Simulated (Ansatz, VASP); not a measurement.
# One calculation of Mg4Cd, two programs

```
CELL_PARAMETERS angstrom
4.68905 0.00000 0.00000
-0.17893 5.00315 0.00000
-0.19220 -0.37742 10.48373
ATOMIC_POSITIONS crystal
Mg 0.00786 0.70798 0.14839
Mg 0.48719 0.69832 0.64917
Mg 0.99950 0.25318 0.34602
Mg 0.49477 0.21677 0.84028
Mg 0.52151 0.70022 0.34970
Mg 0.99918 0.68321 0.84908
Mg 0.50112 0.19419 0.15781
Mg 0.99369 0.16301 0.65841
Cd 0.99717 0.18829 0.99990
Cd 0.49802 0.19484 0.50125
```

Change from the starting cell: the structure that the rattled cell fell into.

Alike in both runs: task single point; functional PBE; k mesh 4 × 4 × 2; occupations gaussian, width 0.1 eV; no spin polarisation.

|  | VASP | Ansatz |
| --- | --- | --- |
| version | VASP 6.6.1 | Ansatz 0.2.0 |
| potentials or method | VASP PAW PBE potentials, release 64 (Mg, Cd), cutoff 520 eV | scalar-relativistic, plane waves, PAW |
| valence electrons in the cell | 40 | 120 |

|  | VASP | Ansatz | Ansatz less VASP |
| --- | --- | --- | --- |
| gap on the k mesh at the Fermi level (eV) | none | none | - |
| pressure (GPa) | 0.0 | 0.1 | +0.08 |
| traceless stress, the component that is largest in VASP (GPa) | -2.30 | -2.30 | +0.007 |
| rms of the force components (eV/Å) | 0.053 | 0.054 | +0.0001 |

Atom by atom the forces differ by 0.001 eV/Å (rms over components). A gap of «none» marks a metal or a gap that the smearing closes. With one functional, cell and mesh, what is left measures potentials, basis and numerics. VASP's potentials hold 40 valence electrons a cell and Ansatz's 120, so a difference there can come from the potentials and not from the codes.
